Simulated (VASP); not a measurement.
Here is a VASP 6.6.1 calculation.

File POSCAR:

```
AlCo3
1.0
    3.5863892994      0.0000000000      0.0000000000
    0.0000000000      3.5863892994      0.0000000000
    0.0000000000      0.0000000000      3.5863892994
Al Co
1 3
Direct
    0.0000000000      0.0000000000      0.0000000000
    0.5000000000      0.5000000000      0.0000000000
    0.5000000000      0.0000000000      0.5000000000
    0.0000000000      0.5000000000      0.5000000000
```

Contents of INCAR.step1:

```
SYSTEM = AlCo3
  ALGO = Normal
  EDIFF = 1E-4
  ENCUT = 520
  GGA = PE
  ISMEAR = 0
  ISPIN = 2
  LASPH = .True.
  LCHARG = .False.
  LMAXMIX = 4
  LREAL = .False.
  LWAVE = .True.
  MAGMOM = 0 1.81 1.81 1.81
  NBANDS = 27
  NELM = 150
  PREC = Accurate
  SIGMA = 0.1
```

INCAR.step2

```
SYSTEM = AlCo3
  ALGO = Normal
  EDIFF = 1E-6
  ENCUT = 520
  ISIF = 2
  ISMEAR = 0
  ISPIN = 2
  ISTART = 1
  LASPH = .True.
  LCHARG = .False.
  LMAXMIX = 4
  LMIXTAU = .True.
  LORBIT = 11
  LREAL = .False.
  LWAVE = .False.
  MAGMOM = 0 1.81 1.81 1.81
  METAGGA = R2SCAN
  NBANDS = 27
  NELM = 150
  PREC = Accurate
  SIGMA = 0.1
```

The input KPOINTS:

```
k-points
0
Gamma
  12 12 12
  0 0 0
```

Potentials or basis: VASP PAW PBE potentials, release 64 (Al, Co).

Launch:

```bash
$ cat potpaw_PBE.64/Al/POTCAR potpaw_PBE.64/Co/POTCAR > POTCAR
$ cp INCAR.step1 INCAR
$ mpirun -np 1 vasp_std > vasp.out
$ cp INCAR.step2 INCAR
$ mpirun -np 1 vasp_std > vasp.out
```

Problem. What does it give for the site moments?

Solution. Al -0.04; Co +1.59 μB.

Problem. Predict the net moment.

Solution. 4.55 μB per cell.

Problem. Predict the pressure.

Solution. -0.2 GPa.

Caveat: the PAW data sets were made with another functional, which shifts forces and pressure a little.
